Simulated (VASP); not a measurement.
CdTe (so), 2 atoms in the cell. Symmetry: F-43m, No. 216, cubic system. Conventional cell: a = 6.421 Å, b = 6.421 Å, c = 6.421 Å, α = 90.00°, β = 90.00°, γ = 90.00°. Cd (site symmetry -43m) has 4 Te at 2.78 Å within 3.7 Å. Within 3.7 Å of Te (site symmetry -43m) lie 4 Cd at 2.78 Å. 

* Program: VASP 6.6.1
* Task: relaxation of cell and atoms
* Functional: PBEsol
* Potentials or basis: VASP PAW PBE potentials, release 64 (Cd, Te)
* Cutoff: 600 eV
* k mesh: 10 × 10 × 10
* Occupations: gaussian, width 0.01 eV
* Spin: non-collinear spin, zero start, spin-orbit coupling
* Starting moments: [[0.0, 0.0, 0.0], [0.0, 0.0, 0.0]] μB
* Target pressure: 2 GPa
* Dipole correction: no
* Further INCAR settings: ALGO = Normal; EDIFF = 1e-06; IBRION = 2; EDIFFG = -0.003; NSW = 50; ISIF = 3

Potentials or basis: VASP PAW PBE potentials, release 64 (Cd, Te).

Run with:

```sh
$ cat potpaw_PBE.64/Cd/POTCAR potpaw_PBE.64/Te/POTCAR > POTCAR
$ mpirun -np 1 vasp_ncl > vasp.out
```

Hardware: 1 thread of Intel(R) Xeon(R) Platinum 8488C (Sapphire Rapids), with other jobs on the host.

**Question.** Estimate the wall time of this run.

**Answer.** It took 8.3 min on 1 thread of Intel(R) Xeon(R) Platinum 8488C (Sapphire Rapids) (shared host), peak memory 0.54 GiB. Counts: scf iterations 27, k points 73, ion steps 3.
